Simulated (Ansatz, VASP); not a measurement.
# MgO: VASP beside Ansatz

File INCAR:

```
PREC = Accurate
ENCUT = 520
EDIFF = 1E-7
ISMEAR = 0
SIGMA = 0.01
LREAL = False
LASPH = True
NELM = 60
ALGO = Normal
ISIF = 2
LWAVE = False
LCHARG = False
GGA = PE
NBANDS = 11
```

Contents of KPOINTS:

```
regular mesh
0
Gamma
  6 6 6
```

POSCAR

```
MgO
1.0
    0.0000000000      2.1085000000      2.1085000000
    2.1085000000      0.0000000000      2.1085000000
    2.1085000000      2.1085000000      0.0000000000
Mg O
1 1
Direct
    0.0000000000      0.0000000000      0.0200000000
    0.5000000000      0.5000000000      0.5000000000
```

Input for Ansatz:

```yaml
crystal:
  lattice:
    - [0.0, 2.1085, 2.1085]
    - [2.1085, 0.0, 2.1085]
    - [2.1085, 2.1085, 0.0]
  atoms:
    - { symbol: Mg, position: [0.0, 0.0, 0.02] }
    - { symbol: O, position: [0.5, 0.5, 0.5] }
kpoints:
  mp_grid:
    grid: [6, 6, 6]
    shift: [0.0, 0.0, 0.0]
scf:
  occupations:
    method: fixed
output:
  forces: true
```

Alike in both runs: task single point; functional PBE; k mesh 6 × 6 × 6; no spin polarisation.

|  | VASP | Ansatz |
| --- | --- | --- |
| version | VASP 6.6.1 | Ansatz 0.2.0 |
| potentials or method | VASP PAW PBE potentials, release 64 (Mg, O) | plane waves, PAW |
| plane-wave cutoff (eV) | 520 | 420 |
| occupations | gaussian, width 0.01 eV | fixed |
| valence electrons in the cell | 8 | 16 |

VASP gave:

* gap on the k mesh at the Fermi level (eV): 4.69
* rms of the force components (eV/Å): 0.189

Q: Estimate Ansatz's values.

A: gap on the k mesh at the Fermi level (eV): 4.71; rms of the force components (eV/Å): 0.186.

Atom by atom the forces differ by 0.003 eV/Å (rms over components). VASP's potentials hold 8 valence electrons a cell and Ansatz's 16, so a difference there can come from the potentials and not from the codes.

The k mesh is coarse, so the values compare programs but aren't converged.
